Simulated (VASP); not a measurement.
# LiSe3 (P4/mmm) in VASP: notebook

LiSe3 is run at these levels: PBE; tasks: single point.

Program: VASP 6.6.1. These are calculated values, not measurements. Logs are shortened: lines on timing, memory, paths and dates and some standing lists are left out, and cuts for length are marked.

**1. The cell of the first run**

The structure is tetragonal, space group P4/mmm (No. 123). The conventional cell has a = 3.962 Å, b = 3.962 Å, c = 5.438 Å, α = 90.00°, β = 90.00°, γ = 90.00°. Li (site symmetry 4/mmm) has 10 Se at 2.72 to 3.04 Å within 3.6 Å. Within 3.1 Å of Se (site symmetry 4mm) lie 2 Se at 2.34 to 3.10 Å and 4 Li at 3.04 Å. Within 3.6 Å of Se (site symmetry 4/mmm) lie 2 Li at 2.72 Å and 8 Se at 3.20 Å.

**2. Single point, PBE**

File INCAR:

```
SYSTEM = LiSe3
  PREC = Accurate
  ENCUT = 520
  EDIFF = 1E-6
  ISMEAR = 0
  SIGMA = 0.1
  LREAL = .False.
  LASPH = .True.
  NELM = 60
  ALGO = Normal
  ISIF = 2
  LWAVE = .False.
  LCHARG = .True.
  GGA = PE
  LELF = .True.
  LVHAR = .True.
  NBANDS = 18
```

File KPOINTS:

```
regular mesh
0
Gamma
  4 4 4
  0 0 0
```

File POSCAR:

```
LiSe3
1.0
    3.9620795983      0.0000000000      0.0000000000
    0.0000000000      3.9620795983      0.0000000000
    0.0000000000      0.0000000000      5.4382195774
Li Se
1 3
Direct
    0.0000000000      0.0000000000      0.0000000000
    0.5000000000      0.5000000000      0.2153001627
    0.5000000000      0.5000000000      0.7846998373
    0.0000000000      0.0000000000      0.5000000000
```

Potentials or basis: VASP PAW PBE potentials, release 64 (Li_sv, Se).

Command:

```bash
cat potpaw_PBE.64/Li_sv/POTCAR potpaw_PBE.64/Se/POTCAR > POTCAR
mpirun -np 1 vasp_std > vasp.out
```

OUTCAR:

```text
SYSTEM = LiSe3
   PREC = Accurate
   ENCUT = 520
   EDIFF = 1E-6
   ISMEAR = 0
   LREAL = .False.
   LASPH = .True.
   NELM = 60
   ISIF = 2
   GGA = PE

 ion  position               nearest neighbor table
   1  0.000  0.000  0.000-
   2  0.500  0.500  0.215-   3 2.34
   3  0.500  0.500  0.785-   2 2.34
   4  0.000  0.000  0.500-

  LATTYP: Found a simple tetragonal cell.
 ALAT       =     3.9620795983
 C/A-ratio  =     1.3725669670

  Lattice vectors:

 A1 = (   3.9620795983,   0.0000000000,   0.0000000000)
 A2 = (   0.0000000000,   3.9620795983,   0.0000000000)
 A3 = (   0.0000000000,   0.0000000000,   5.4382195774)

Analysis of symmetry for initial positions (statically):
=====================================================================
 Subroutine PRICEL returns:
 Original cell was already a primitive cell.

 Routine SETGRP: Setting up the symmetry group for a
 simple tetragonal supercell.

 Subroutine GETGRP returns: Found 16 space group operations
 (whereof 16 operations were pure point group operations)
 out of a pool of 16 trial point group operations.

The static configuration has the point symmetry D_4h.

Analysis of symmetry for dynamics (positions and initial velocities):
=====================================================================
 Subroutine PRICEL returns:
 Original cell was already a primitive cell.

 Routine SETGRP: Setting up the symmetry group for a
 simple tetragonal supercell.

 Subroutine GETGRP returns: Found 16 space group operations
 (whereof 16 operations were pure point group operations)
 out of a pool of 16 trial point group operations.

The dynamic configuration has the point symmetry D_4h.

 Subroutine INISYM returns: Found 16 space group operations
 (whereof 16 operations are pure point group operations),
 and found     1 'primitive' translations

----------------------------------------------------------------------------------------

                                     Primitive cell

  volume of cell :      85.3696

  direct lattice vectors                    reciprocal lattice vectors
     3.962079598  0.000000000  0.000000000     0.252392708  0.000000000  0.000000000
     0.000000000  3.962079598  0.000000000     0.000000000  0.252392708  0.000000000
     0.000000000  0.000000000  5.438219577     0.000000000  0.000000000  0.183883712

  length of vectors
     3.962079598  3.962079598  5.438219577     0.252392708  0.252392708  0.183883712

  position of ions in fractional coordinates (direct lattice)
     0.000000000  0.000000000  0.000000000
     0.500000000  0.500000000  0.215300163
     0.500000000  0.500000000  0.784699837
     0.000000000  0.000000000  0.500000000

  ion indices of the primitive-cell ions
   primitive index   ion index
                 1           1
                 2           2
                 3           3
                 4           4

----------------------------------------------------------------------------------------

 KPOINTS: regular mesh

Automatic generation of k-mesh.
 Grid dimensions read from file:
 generate k-points for:    4    4    4

 Generating k-lattice:

  Cartesian coordinates                     Fractional coordinates (reciprocal lattice)
     0.063098177  0.000000000  0.000000000     0.250000000  0.000000000  0.000000000
     0.000000000  0.063098177  0.000000000     0.000000000  0.250000000  0.000000000
     0.000000000  0.000000000  0.045970928     0.000000000  0.000000000  0.250000000

  Length of vectors
     0.063098177  0.063098177  0.045970928

  Shift w.r.t. Gamma in fractional coordinates (k-lattice)
     0.000000000  0.000000000  0.000000000

 Subroutine IBZKPT returns following result:
 ===========================================

 Found     18 irreducible k-points:

 Following reciprocal coordinates:
            Coordinates               Weight
  0.000000  0.000000  0.000000      1.000000
  0.250000  0.000000  0.000000      4.000000
  0.500000  0.000000  0.000000      2.000000
  0.250000  0.250000  0.000000      4.000000
  0.500000  0.250000  0.000000      4.000000
  0.500000  0.500000  0.000000      1.000000
[... 10 lines left out ...]
  0.500000  0.250000  0.500000      4.000000
  0.500000  0.500000  0.500000      1.000000
   k-points           NKPTS =     18   k-points in BZ     NKDIM =     18   number of bands    NBANDS=     18
   number of dos      NEDOS =    301   number of ions     NIONS =      4
   total plane-waves  NPLWV =  36000
   dimension x,y,z NGX =    30 NGY =   30 NGZ =   40
   dimension x,y,z NGXF=    60 NGYF=   60 NGZF=   80
   ions per type =               1   3
   NGX,Y,Z   is equivalent  to a cutoff of  12.59, 12.59, 12.23 a.u.
   NGXF,Y,Z  is equivalent  to a cutoff of  25.18, 25.18, 24.46 a.u.
 SYSTEM =  LiSe3
   PREC   = accura    normal or accurate (medium, high low for compatibility)
   ISTART =      0    job   : 0-new  1-cont  2-samecut
   ICHARG =      2    charge: 1-file 2-atom 10-const
   ISPIN  =      1    spin polarized calculation?
   LNONCOLLINEAR =      F non collinear calculations
   LSORBIT =      F    spin-orbit coupling
   LASPH  =      T    aspherical Exc in radial PAW
   ENCUT  =  520.0 eV  38.22 Ry    6.18 a.u.   7.37  7.37 10.11*2*pi/ulx,y,z
   NELM   =     60;   NELMIN=  2; NELMDL= -5     # of ELM steps
   EDIFF  = 0.1E-05   stopping-criterion for ELM
   LREAL  =      F    real-space projection
   EDIFFG = 0.1E-04   stopping-criterion for IOM
   NSW    =      0    number of steps for IOM
   IBRION =     -1    ionic relax: 0-MD 1-quasi-New 2-CG
   NFREE  =      0    steps in history (QN), initial steepest desc. (CG)
   ISIF   =      2    stress and relaxation
   ISYM   =      2    0-nonsym 1-usesym 2-fastsym
   POTIM  = 0.5000    time-step for ionic-motion
   TEBEG  =    0.0;   TEEND  =   0.0 temperature during run
   PSTRESS=    0.0 pullay stress
   NELECT =      21.0000    total number of electrons
   NUPDOWN=      -1.0000    fix difference up-down
   EMIN   =  10.00;   EMAX   =-10.00  energy-range for DOS
   EFERMI =   0.00;   METHOD = LEGACY
   ISMEAR =     0;   SIGMA  =   0.10  broadening in eV -4-tet -1-fermi 0-gaus
   EFERMI_NEDOS =   21; number of points for ismear=-14 and -15
   IALGO  =     38    algorithm
   IMIX   =      4    mixing-type and parameters
     AMIX     =   0.40;   BMIX     =  1.00
     AMIX_MAG =   1.60;   BMIX_MAG =  1.00
  volume/ion in A,a.u.               =      21.34       144.03
  Fermi-wavevector in a.u.,A,eV,Ry     =   1.025763  1.938410 14.315901  1.052189
  Thomas-Fermi vector in A             =   2.159620
   LORBIT       =      0    0 simple, 1 ext, 2 COOP (PROOUT), +10 PAW based schemes
   GGA     = PE    functional components
   LHFCALC =     F    Hartree Fock is set to
   AEXX    =    0.0000 exact exchange contribution
   IVDW    =     0    specifies the selected vdW correction
   LEPSILON=     F    determine dielectric tensor
   LRPA    =     F    only Hartree local field effects (RPA)
 non-spin polarized calculation
 Gauss-broadening in eV      SIGMA  =   0.10
  energy-cutoff  :      520.00
  volume of cell :       85.37
 maximum number of plane-waves:      2349
 NGX is ok and might be reduce to    30
   NGX = 15   NGY = 15   NGZ = 21

 number of electron      20.9999990 magnetization

 Free energy of the ion-electron system (eV)
  ---------------------------------------------------
  ext. energy  EPLUGINS =         0.00000000
  ---------------------------------------------------
  free energy    TOTEN  =       -12.85398395 eV

  energy without entropy =      -12.84604207  energy(sigma->0) =      -12.85001301

 E-fermi :   3.5002     XC(G=0):  -9.3832

 val. band max:        3.4941004638   @ k =   0.2500   0.0000   0.0000
 cond. band min:       3.5966349516   @ k =   0.0000   0.0000   0.5000
 fundamental gap:      0.1025344878
 Fermi energy:         3.5002107450

 k-point     1 :       0.0000    0.0000    0.0000
  band No.  band energies     occupation
      1     -43.0238      2.00000
      2     -11.7090      2.00000
      3      -8.4441      2.00000
      4      -7.9774      2.00000
      5      -1.6950      2.00000
      6      -0.0332      2.00000
[... 10 lines left out ...]
     17      11.3728      0.00000
     18      12.1710      0.00000

 k-point     2 :       0.2500    0.0000    0.0000
  band No.  band energies     occupation
      1     -43.0236      2.00000
      2     -11.4974      2.00000
      3      -8.5731      2.00000
      4      -7.8322      2.00000
      5      -2.2664      2.00000
      6      -0.1641      2.00000
[... 10 lines left out ...]
     17      10.0375      0.00000
     18      11.8888      0.00000

 k-point     3 :       0.5000    0.0000    0.0000
  band No.  band energies     occupation
      1     -43.0235      2.00000
      2     -11.2410      2.00000
      3      -8.7692      2.00000
      4      -7.6730      2.00000
      5      -2.5977      2.00000
      6      -0.5681      2.00000
[... 10 lines left out ...]
     17      10.8923      0.00000
     18      11.1360      0.00000

 k-point     4 :       0.2500    0.2500    0.0000
  band No.  band energies     occupation
      1     -43.0235      2.00000
      2     -11.3229      2.00000
      3      -8.5723      2.00000
      4      -7.7053      2.00000
      5      -2.2048      2.00000
      6      -1.1656      2.00000
[... 249 lines left out ...]
      4      -7.8027      2.00000
      5      -0.8454      2.00000
      6      -0.0830      2.00000
[... 10 lines left out ...]
     17      10.5522      0.00000
     18      12.0435      0.00000

 k-point    17 :       0.5000    0.2500    0.5000
  band No.  band energies     occupation
      1     -43.0234      2.00000
      2     -10.8065      2.00000
      3      -8.5997      2.00000
      4      -8.5339      2.00000
      5      -1.3657      2.00000
      6       0.0197      2.00000
[... 10 lines left out ...]
     17      11.0414      0.00000
     18      12.6102      0.00000

 k-point    18 :       0.5000    0.5000    0.5000
  band No.  band energies     occupation
      1     -43.0232      2.00000
      2     -10.6986      2.00000
      3      -8.4280      2.00000
      4      -8.3620      2.00000
      5      -0.8867      2.00000
      6      -0.8867      2.00000
[... 10 lines left out ...]
     17      10.8887      0.00000
     18      13.3684      0.00000

------------------------ aborting loop because EDIFF is reached ----------------------------------------

  FORCE on cell =-STRESS in cart. coord.  units (eV):
  Direction    XX          YY          ZZ          XY          YZ          ZX
  --------------------------------------------------------------------------------------
  -------------------------------------------------------------------------------------
  Total        0.0456701      0.0456701      0.0626042      0.0000000     -0.0000000     -0.0000000
  in kB        0.8571161      0.8571161      1.1749265      0.0000000     -0.0000000     -0.0000000
  external PRESSURE =       0.9630529 kB  Pullay stress =       0.0000000 kB

 VOLUME and BASIS-vectors are now :
 -----------------------------------------------------------------------------
  energy-cutoff  :      520.00
  volume of cell :       85.37
      direct lattice vectors                 reciprocal lattice vectors
     3.962079598  0.000000000  0.000000000     0.252392708  0.000000000  0.000000000
     0.000000000  3.962079598  0.000000000     0.000000000  0.252392708  0.000000000
     0.000000000  0.000000000  5.438219577     0.000000000  0.000000000  0.183883712

 POSITION                                       TOTAL-FORCE (eV/Angst)
 -----------------------------------------------------------------------------------
      0.00000      0.00000      0.00000         0.000000      0.000000      0.000000
      1.98104      1.98104      1.17085        -0.000000     -0.000000      0.054292
      1.98104      1.98104      4.26737         0.000000     -0.000000     -0.054292
      0.00000      0.00000      2.71911         0.000000      0.000000      0.000000
 -----------------------------------------------------------------------------------
    total drift:                                0.000000      0.000000     -0.000000

  FREE ENERGIE OF THE ION-ELECTRON SYSTEM (eV)
  ---------------------------------------------------
  free  energy   TOTEN  =       -12.8539839505 eV

  energy  without entropy=      -12.8460420706  energy(sigma->0) =      -12.85001301
```

Wall time 20 s (1 thread of AMD EPYC 7R43 (Zen 3), shared host); peak memory 0.15 GiB.

What came out:

| Item | Value |
| --- | --- |
| Free energy | -12.8540 eV |
| Largest force | 0.054 eV/Å |

Forces on the atoms (eV/Å):
```
Li   0.000  0.000  0.000
Se   0.000  0.000  0.054
Se   0.000  0.000 -0.054
Se   0.000  0.000  0.000
```

Caveat: the k points lie up to 0.40 Å⁻¹ apart; the cutoff is under 1.25 times the usual one of these potentials, so pressure, stress and relaxed cells hold a basis-set (Pulay) error.

**3. Single point, PBE**

This run uses another cell than the first one, of 26.39 Å³/atom, 1.236 times its volume.

File INCAR:

```
PREC = Accurate ; ENCUT = 520
EDIFF = 1E-6 ; ISMEAR = 0
SIGMA = 0.1 ; LREAL = False
LASPH = True ; NELM = 100
ALGO = Normal ; ISIF = 2
LWAVE = False ; LCHARG = True
GGA = PE ; LELF = True
LVHAR = True ; NBANDS = 18
```

File KPOINTS:

```
regular mesh
0
Gamma
  4 4 4
```

File POSCAR:

```
LiSe3
1.0
    4.3892703900      0.0000000000      0.0000000000
    0.0000000000      4.3892703900      0.0000000000
    0.0000000000      0.0000000000      5.4787875400
Li Se
1 3
Direct
    0.0000000000      0.0000000000      0.0000000000
    0.5000000000      0.5000000000      0.2003199800
    0.5000000000      0.5000000000      0.7996800200
    0.0000000000      0.0000000000      0.5000000000
```

Potentials or basis: VASP PAW PBE potentials, release 64 (Li_sv, Se).

Command:

```bash
cat potpaw_PBE.64/Li_sv/POTCAR potpaw_PBE.64/Se/POTCAR > POTCAR
mpirun -np 1 vasp_std > vasp.out
```

Wall time 34 s (1 thread of AMD EPYC 7R43 (Zen 3), shared host); peak memory 0.18 GiB.

The run converged. Its results:

```yaml
Free_energy: -12.5364 eV
Largest_force: 1.367 eV/Å
```

Forces in eV/Å, atoms in the order of the input:
```
Li   0.000  0.000  0.000
Se   0.000  0.000  1.367
Se   0.000  0.000 -1.367
Se   0.000  0.000  0.000
```

Levels at points of the mesh, in eV from the Fermi level:
```
           k point  band 8  band 9  band 10  band 11  band 12  band 13
(0.00, 0.00, 0.00)   -1.73   -0.09    -0.09    -0.08    -0.08     2.41
(0.50, 0.00, 0.00)   -2.75   -0.86    -0.65     0.07     0.74     4.11
(0.50, 0.50, 0.00)   -1.78   -0.88    -0.88    -0.54    -0.54     3.58
(0.00, 0.00, 0.50)   -1.81   -1.81    -1.69     1.13     1.13     1.30
(0.50, 0.00, 0.50)   -1.45   -1.21    -0.68    -0.57    -0.55     2.05
(0.50, 0.50, 0.50)   -3.08   -3.08    -1.88     1.30     1.30     1.50
```

Caveat: the cutoff is under 1.25 times the usual one of these potentials, so pressure, stress and relaxed cells hold a basis-set (Pulay) error; forces of over 1 eV/Å act on the atoms, so gaps and moduli don't describe the material at rest.
